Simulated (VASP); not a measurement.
# AlN (F-43m) in VASP: further runs

AlN is run at these levels: PBE, r2SCAN; tasks: single point.

Program: VASP 6.6.1. These are calculated values, not measurements. Logs are shortened: lines on timing, memory, paths and dates and some standing lists are left out, and cuts for length are marked.

### 1 The cell of the first run

The structure is cubic, space group F-43m (No. 216). The conventional cell has a = 4.267 Å, b = 4.267 Å, c = 4.267 Å, α = 90.00°, β = 90.00°, γ = 90.00°. Within 2.5 Å of Al (site symmetry -43m) lie 4 N at 1.85 Å. Within 2.5 Å of N (site symmetry -43m) lie 4 Al at 1.85 Å.

### 2 Single point, PBE (volume scaled by 0.91)

INCAR

```
SYSTEM = AlN
PREC = Accurate ; ENCUT = 600
EDIFF = 1E-6 ; ISMEAR = 0
SIGMA = 0.02 ; LREAL = .FALSE.
LASPH = .TRUE. ; NELM = 120
ALGO = Normal ; ISIF = 2
LWAVE = .FALSE. ; LCHARG = .FALSE.
GGA = PE ; NBANDS = 11
GGA_COMPAT = .FALSE.
```

KPOINTS

```
Automatic mesh
0
G
  10 10 10
  0 0 0
```

POSCAR

```
AlN
1.0
    0.0000000000      2.1334881405      2.1334881405
    2.1334881405      0.0000000000      2.1334881405
    2.1334881405      2.1334881405      0.0000000000
Al N
1 1
Direct
    0.0000000000      0.0000000000      0.0000000000
    0.7500000000      0.7500000000      0.7500000000
```

Potentials or basis: VASP PAW PBE potentials, release 64 (Al, N).

On the command line:

```
$ cat potpaw_PBE.64/Al/POTCAR potpaw_PBE.64/N/POTCAR > POTCAR
$ mpirun -np 1 vasp_std > vasp.out
```

OUTCAR:

```text
SYSTEM = AlN
   PREC = Accurate
   ENCUT = 600
   EDIFF = 1E-6
   ISMEAR = 0
   LREAL = .FALSE.
   LASPH = .TRUE.
   NELM = 120
   ISIF = 2
   GGA = PE

 ion  position               nearest neighbor table
   1  0.000  0.000  0.000-   2 1.85   2 1.85   2 1.85   2 1.85
   2  0.750  0.750  0.750-   1 1.85   1 1.85   1 1.85   1 1.85

  LATTYP: Found a face centered cubic cell.
 ALAT       =     4.2669762810

  Lattice vectors:

 A1 = (   0.0000000000,   2.1334881405,   2.1334881405)
 A2 = (   2.1334881405,   0.0000000000,   2.1334881405)
 A3 = (   2.1334881405,   2.1334881405,   0.0000000000)

Analysis of symmetry for initial positions (statically):
=====================================================================
 Subroutine PRICEL returns:
 Original cell was already a primitive cell.

 Routine SETGRP: Setting up the symmetry group for a
 face centered cubic supercell.

 Subroutine GETGRP returns: Found 24 space group operations
 (whereof 24 operations were pure point group operations)
 out of a pool of 48 trial point group operations.

The static configuration has the point symmetry T_d .

Analysis of symmetry for dynamics (positions and initial velocities):
=====================================================================
 Subroutine PRICEL returns:
 Original cell was already a primitive cell.

 Routine SETGRP: Setting up the symmetry group for a
 face centered cubic supercell.

 Subroutine GETGRP returns: Found 24 space group operations
 (whereof 24 operations were pure point group operations)
 out of a pool of 48 trial point group operations.

The dynamic configuration has the point symmetry T_d .

 Subroutine INISYM returns: Found 24 space group operations
 (whereof 24 operations are pure point group operations),
 and found     1 'primitive' translations

----------------------------------------------------------------------------------------

                                     Primitive cell

  volume of cell :      19.4223

  direct lattice vectors                    reciprocal lattice vectors
     0.000000000  2.133488140  2.133488140    -0.234357994  0.234357994  0.234357994
     2.133488140  0.000000000  2.133488140     0.234357994 -0.234357994  0.234357994
     2.133488140  2.133488140  0.000000000     0.234357994  0.234357994 -0.234357994

  length of vectors
     3.017207863  3.017207863  3.017207863     0.405919952  0.405919952  0.405919952

  position of ions in fractional coordinates (direct lattice)
     0.000000000  0.000000000  0.000000000
     0.750000000  0.750000000  0.750000000

  ion indices of the primitive-cell ions
   primitive index   ion index
                 1           1
                 2           2

----------------------------------------------------------------------------------------

 KPOINTS: Automatic mesh

Automatic generation of k-mesh.
 Grid dimensions read from file:
 generate k-points for:   10   10   10

 Generating k-lattice:

  Cartesian coordinates                     Fractional coordinates (reciprocal lattice)
    -0.023435799  0.023435799  0.023435799     0.100000000  0.000000000  0.000000000
     0.023435799 -0.023435799  0.023435799     0.000000000  0.100000000  0.000000000
     0.023435799  0.023435799 -0.023435799     0.000000000  0.000000000  0.100000000

  Length of vectors
     0.040591995  0.040591995  0.040591995

  Shift w.r.t. Gamma in fractional coordinates (k-lattice)
     0.000000000  0.000000000  0.000000000

 Subroutine IBZKPT returns following result:
 ===========================================

 Found     47 irreducible k-points:

 Following reciprocal coordinates:
            Coordinates               Weight
  0.000000  0.000000  0.000000      1.000000
  0.100000  0.000000  0.000000      8.000000
  0.200000  0.000000  0.000000      8.000000
  0.300000  0.000000  0.000000      8.000000
  0.400000  0.000000  0.000000      8.000000
  0.500000  0.000000  0.000000      4.000000
[... 16 lines left out ...]
  0.300000  0.300000  0.000000      6.000000
  0.400000  0.300000  0.000000     24.000000
 [... further k-points ...]
   k-points           NKPTS =     47   k-points in BZ     NKDIM =     47   number of bands    NBANDS=     11
   number of dos      NEDOS =    301   number of ions     NIONS =      2
   total plane-waves  NPLWV =  13824
   dimension x,y,z NGX =    24 NGY =   24 NGZ =   24
   dimension x,y,z NGXF=    48 NGYF=   48 NGZF=   48
   ions per type =               1   1
   NGX,Y,Z   is equivalent  to a cutoff of  13.22, 13.22, 13.22 a.u.
   NGXF,Y,Z  is equivalent  to a cutoff of  26.45, 26.45, 26.45 a.u.
 SYSTEM =  AlN
   PREC   = accura    normal or accurate (medium, high low for compatibility)
   ISTART =      0    job   : 0-new  1-cont  2-samecut
   ICHARG =      2    charge: 1-file 2-atom 10-const
   ISPIN  =      1    spin polarized calculation?
   LNONCOLLINEAR =      F non collinear calculations
   LSORBIT =      F    spin-orbit coupling
   LASPH  =      T    aspherical Exc in radial PAW
   ENCUT  =  600.0 eV  44.10 Ry    6.64 a.u.   6.03  6.03  6.03*2*pi/ulx,y,z
   NELM   =    120;   NELMIN=  2; NELMDL= -5     # of ELM steps
   EDIFF  = 0.1E-05   stopping-criterion for ELM
   LREAL  =      F    real-space projection
   EDIFFG = 0.1E-04   stopping-criterion for IOM
   NSW    =      0    number of steps for IOM
   IBRION =     -1    ionic relax: 0-MD 1-quasi-New 2-CG
   NFREE  =      0    steps in history (QN), initial steepest desc. (CG)
   ISIF   =      2    stress and relaxation
   ISYM   =      2    0-nonsym 1-usesym 2-fastsym
   POTIM  = 0.5000    time-step for ionic-motion
   TEBEG  =    0.0;   TEEND  =   0.0 temperature during run
   PSTRESS=    0.0 pullay stress
   NELECT =       8.0000    total number of electrons
   NUPDOWN=      -1.0000    fix difference up-down
   EMIN   =  10.00;   EMAX   =-10.00  energy-range for DOS
   EFERMI =   0.00;   METHOD = LEGACY
   ISMEAR =     0;   SIGMA  =   0.02  broadening in eV -4-tet -1-fermi 0-gaus
   EFERMI_NEDOS =   21; number of points for ismear=-14 and -15
   IALGO  =     38    algorithm
   IMIX   =      4    mixing-type and parameters
     AMIX     =   0.40;   BMIX     =  1.00
     AMIX_MAG =   1.60;   BMIX_MAG =  1.00
  volume/ion in A,a.u.               =       9.71        65.53
  Fermi-wavevector in a.u.,A,eV,Ry     =   1.218067  2.301813 20.186798  1.483688
  Thomas-Fermi vector in A             =   2.353366
   LORBIT       =      0    0 simple, 1 ext, 2 COOP (PROOUT), +10 PAW based schemes
   GGA     = PE    functional components
   LHFCALC =     F    Hartree Fock is set to
   AEXX    =    0.0000 exact exchange contribution
   IVDW    =     0    specifies the selected vdW correction
   LEPSILON=     F    determine dielectric tensor
   LRPA    =     F    only Hartree local field effects (RPA)
 non-spin polarized calculation
 Gauss-broadening in eV      SIGMA  =   0.02
  energy-cutoff  :      600.00
  volume of cell :       19.42
 maximum number of plane-waves:       662
   NGX = 13   NGY = 13   NGZ = 13

 number of electron       7.9999998 magnetization

 Free energy of the ion-electron system (eV)
  ---------------------------------------------------
  ext. energy  EPLUGINS =         0.00000000
  ---------------------------------------------------
  free energy    TOTEN  =       -14.72975461 eV

  energy without entropy =      -14.72975461  energy(sigma->0) =      -14.72975461

 E-fermi :   6.7805     XC(G=0): -11.2440

 val. band max:        6.6517365435   @ k =   0.0000   0.0000   0.0000
 cond. band min:      10.0025626575   @ k =   0.5000   0.5000   0.0000
 fundamental gap:      3.3508261140
 Fermi energy:         6.7805053910

 k-point     1 :       0.0000    0.0000    0.0000
  band No.  band energies     occupation
      1      -8.7476      2.00000
      2       6.6517      2.00000
      3       6.6517      2.00000
      4       6.6517      2.00000
      5      11.4847      0.00000
      6      19.9240      0.00000
      7      19.9240      0.00000
      8      19.9240      0.00000
      9      24.9120      0.00000
     10      24.9120      0.00000
     11      26.4590      0.00000

 k-point     2 :       0.1000    0.0000    0.0000
  band No.  band energies     occupation
      1      -8.5888      2.00000
      2       5.8378      2.00000
      3       6.5996      2.00000
      4       6.5996      2.00000
      5      12.1273      0.00000
      6      19.5305      0.00000
      7      20.0661      0.00000
      8      20.0661      0.00000
      9      23.6024      0.00000
     10      23.6024      0.00000
     11      25.6388      0.00000

 k-point     3 :       0.2000    0.0000    0.0000
  band No.  band energies     occupation
      1      -8.1352      2.00000
      2       4.1746      2.00000
      3       6.4694      2.00000
      4       6.4694      2.00000
      5      13.2471      0.00000
      6      18.7012      0.00000
      7      19.9278      0.00000
      8      19.9278      0.00000
      9      23.1070      0.00000
     10      23.1070      0.00000
     11      24.7944      0.00000

 k-point     4 :       0.3000    0.0000    0.0000
  band No.  band energies     occupation
      1      -7.4707      2.00000
      2       2.4335      2.00000
      3       6.3200      2.00000
      4       6.3200      2.00000
      5      14.0930      0.00000
      6      17.8769      0.00000
      7      19.1428      0.00000
      8      19.1428      0.00000
      9      24.3130      0.00000
     10      24.3130      0.00000
     11      24.7019      0.00000

 k-point     5 :       0.4000    0.0000    0.0000
  band No.  band energies     occupation
      1      -6.7956      2.00000
      2       1.0516      2.00000
      3       6.2074      2.00000
      4       6.2074      2.00000
      5      14.5394      0.00000
      6      17.2521      0.00000
      7      18.4825      0.00000
      8      18.4825      0.00000
      9      25.2342      0.00000
     10      26.2888      0.00000
     11      26.2888      0.00000
[... 211 lines left out ...]
 k-point    21 :      -0.3000    0.2000    0.0000
  band No.  band energies     occupation
      1      -6.6279      2.00000
      2       1.8489      2.00000
      3       4.3647      2.00000
      4       6.1257      2.00000
      5      14.8617      0.00000
      6      16.3590      0.00000
      7      19.1951      0.00000
      8      19.4597      0.00000
      9      23.7651      0.00000
     10      26.3634      0.00000
     11      28.8953      0.00000

 k-point    22 :      -0.2000    0.2000    0.0000
  band No.  band energies     occupation
      1      -7.2526      2.00000
      2       2.7644      2.00000
      3       4.8860      2.00000
      4       6.4016      2.00000
      5      14.7435      0.00000
      6      17.1508      0.00000
      7      18.7517      0.00000
      8      19.6678      0.00000
      9      22.2587      0.00000
     10      26.0177      0.00000
     11      28.8577      0.00000

 k-point    23 :       0.3000    0.3000    0.0000
  band No.  band energies     occupation
      1      -7.0594      2.00000
      2       3.0427      2.00000
      3       5.3611      2.00000
      4       5.3611      2.00000
      5      12.2062      0.00000
      6      16.8277      0.00000
      7      19.3503      0.00000
      8      21.9753      0.00000
      9      21.9753      0.00000
     10      27.7469      0.00000
     11      31.6471      0.00000

 k-point    24 :       0.4000    0.3000    0.0000
  band No.  band energies     occupation
      1      -6.5443      2.00000
      2       2.3566      2.00000
      3       4.8767      2.00000
      4       5.1920      2.00000
      5      11.7224      0.00000
      6      16.6512      0.00000
      7      19.7928      0.00000
      8      22.0280      0.00000
      9      22.5982      0.00000
     10      28.7900      0.00000
     11      31.4271      0.00000

 [... further k-points ...]
[... 5 lines left out ...]
  --------------------------------------------------------------------------------------
  -------------------------------------------------------------------------------------
  Total        2.6033757      2.6033757      2.6033757     -0.0000000      0.0000000     -0.0000000
  in kB      214.7567066    214.7567066    214.7567066     -0.0000000      0.0000000     -0.0000000
  external PRESSURE =     214.7567066 kB  Pullay stress =       0.0000000 kB

 VOLUME and BASIS-vectors are now :
 -----------------------------------------------------------------------------
  energy-cutoff  :      600.00
  volume of cell :       19.42
      direct lattice vectors                 reciprocal lattice vectors
     0.000000000  2.133488140  2.133488140    -0.234357994  0.234357994  0.234357994
     2.133488140  0.000000000  2.133488140     0.234357994 -0.234357994  0.234357994
     2.133488140  2.133488140  0.000000000     0.234357994  0.234357994 -0.234357994

 POSITION                                       TOTAL-FORCE (eV/Angst)
 -----------------------------------------------------------------------------------
      0.00000      0.00000      0.00000         0.000000      0.000000      0.000000
      3.20023      3.20023      3.20023        -0.000000     -0.000000     -0.000000
 -----------------------------------------------------------------------------------
    total drift:                               -0.000000     -0.000000     -0.000000

  FREE ENERGIE OF THE ION-ELECTRON SYSTEM (eV)
  ---------------------------------------------------
  free  energy   TOTEN  =       -14.7297546125 eV

  energy  without entropy=      -14.7297546125  energy(sigma->0) =      -14.72975461
```

It took 4.4 s on 1 thread of Intel Xeon 6975P-C (Granite Rapids), shared host; peak memory 0.13 GiB.

What came out:

```yaml
Free_energy: -14.7298 eV
Pressure: 21.5 GPa
Band_gap_on_the_k_mesh: 3.35 eV, indirect (least direct gap 4.83 eV)
```

Levels at points of the mesh, in eV from the valence-band top:
| k point | band 2 | band 3 | band 4 | band 5 | band 6 | band 7 |
| --- | --- | --- | --- | --- | --- | --- |
| (0.00, 0.00, 0.00) | 0.00 | 0.00 | 0.00 | 4.83 | 13.27 | 13.27 |
| (0.50, 0.00, 0.00) | -6.16 | -0.49 | -0.49 | 8.03 | 10.35 | 11.59 |
| (0.50, 0.50, 0.00) | -5.12 | -1.85 | -1.85 | 3.35 | 9.04 | 14.95 |

 A k mesh can miss the band edges.

### 3 Single point, PBE (volume scaled by 0.88)

INCAR

```
PREC = Accurate
ENCUT = 600
EDIFF = 1E-6
ISMEAR = 0
SIGMA = 0.02
LREAL = False
LASPH = True
NELM = 120
ALGO = Normal
ISIF = 2
LWAVE = False
LCHARG = False
GGA = PE
NBANDS = 11
GGA_COMPAT = False
```

KPOINTS

```
regular mesh
0
Gamma
  10 10 10
```

POSCAR

```
AlN
1.0
    0.0000000000      2.1097807544      2.1097807544
    2.1097807544      0.0000000000      2.1097807544
    2.1097807544      2.1097807544      0.0000000000
Al N
1 1
Direct
    0.0000000000      0.0000000000      0.0000000000
    0.7500000000      0.7500000000      0.7500000000
```

Potentials or basis: VASP PAW PBE potentials, release 64 (Al, N).

On the command line:

```
$ cat potpaw_PBE.64/Al/POTCAR potpaw_PBE.64/N/POTCAR > POTCAR
$ mpirun -np 1 vasp_std > vasp.out
```

Run time: 4.2 s. Hardware: 1 thread of Intel Xeon 6975P-C (Granite Rapids), shared host; peak memory 0.13 GiB.

Results (log left out):

```
Free energy            : -14.6239 eV
Pressure               : 31.3 GPa
Band gap on the k mesh : 3.36 eV, indirect (least direct gap 5.15 eV)
```

Levels at points of the mesh, in eV from the valence-band top:
```
           k point  band 1  band 2  band 3  band 4  band 5  band 6  band 7  band 8
(0.00, 0.00, 0.00)  -15.61    0.00    0.00    0.00    5.15   13.62   13.62   13.62
(0.50, 0.00, 0.00)  -13.23   -6.31   -0.49   -0.49    8.34   10.59   11.81   11.81
(0.50, 0.50, 0.00)  -12.50   -5.23   -1.88   -1.88    3.36    9.25   15.45   17.06
```

 A k mesh can miss the band edges.

### 4 Single point, PBE (volume scaled by 0.97)

INCAR

```
PREC     = Accurate       # precision mode
ENCUT    = 600            # plane-wave cutoff, eV
EDIFF    = 1E-6           # SCF threshold, eV
ISMEAR   = 0              # smearing method
SIGMA    = 0.02           # smearing width, eV
LREAL    = F              # projectors in reciprocal space
LASPH    = T              # aspherical terms in the spheres
NELM     = 120            # most SCF steps
ALGO     = Normal         # electronic algorithm
ISIF     = 2              # what is computed and relaxed
LWAVE    = F              # write WAVECAR
LCHARG   = F              # write CHGCAR
GGA      = PE             # functional
NBANDS   = 11             # bands
GGA_COMPAT= F
```

KPOINTS

```
Automatic mesh
0
Gamma
  10 10 10
```

POSCAR

```
AlN
1.0
    0.0000000000      2.1793836095      2.1793836095
    2.1793836095      0.0000000000      2.1793836095
    2.1793836095      2.1793836095      0.0000000000
Al N
1 1
Direct
    0.0000000000      0.0000000000      0.0000000000
    0.7500000000      0.7500000000      0.7500000000
```

On the command line:

```
$ cat potpaw_PBE.64/Al/POTCAR potpaw_PBE.64/N/POTCAR > POTCAR
$ mpirun -np 1 vasp_std > vasp.out
```

Wall time 8.3 s (1 thread of Intel Xeon 6975P-C (Granite Rapids), shared host); peak memory 0.14 GiB.

It converged, with:

```yaml
Free_energy: -14.8375 eV
Pressure: 5.8 GPa
Band_gap_on_the_k_mesh: 3.32 eV, indirect (least direct gap 4.25 eV)
```

Levels at points of the mesh, in eV from the valence-band top:
| k point | band 1 | band 2 | band 3 | band 4 | band 5 | band 6 | band 7 | band 8 | band 9 |
| --- | --- | --- | --- | --- | --- | --- | --- | --- | --- |
| (0.00, 0.00, 0.00) | -15.02 | 0.00 | 0.00 | 0.00 | 4.25 | 12.62 | 12.62 | 12.62 | 17.74 |
| (0.50, 0.00, 0.00) | -12.95 | -5.88 | -0.48 | -0.48 | 7.44 | 9.91 | 11.19 | 11.19 | 18.07 |
| (0.50, 0.50, 0.00) | -12.31 | -4.92 | -1.78 | -1.78 | 3.32 | 8.65 | 14.04 | 15.81 | 15.81 |

(Continued in part 2 of 2.)
